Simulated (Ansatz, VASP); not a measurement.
# TaN: VASP beside Ansatz

```
Ta N
1.0
     0.00000    2.19348    2.19348
     2.19348    0.00000    2.19348
     2.19348    2.19348    0.00000
Ta N
1 1
Direct
  0.50000 0.50000 0.50000
  0.00000 0.00000 0.00000
```

Alike in both runs: functional r2SCAN; dispersion rVV10; k mesh 13 × 13 × 13; occupations gaussian, width 0.1 eV; no spin polarisation.

Ansatz relaxed the structure, and its values are those at the end. VASP's run is a single point on that final structure, the one shown.

```csv
,VASP,Ansatz
version,VASP 6.6.1,Ansatz 0.2.0
potentials or method,"VASP PAW PBE potentials, release 64 (Ta_sv_GW, N)","plane waves, PAW"
plane-wave cutoff (eV),660,500
valence electrons in the cell,18,18
```

Ansatz gave:

* pressure (GPa): 0.0

Task: What did VASP give for the same quantities?

Result: Pressure (GPa): 0.3.

VASP's potentials were made for PBE, not for r2SCAN.

Spin-orbit coupling is off throughout.
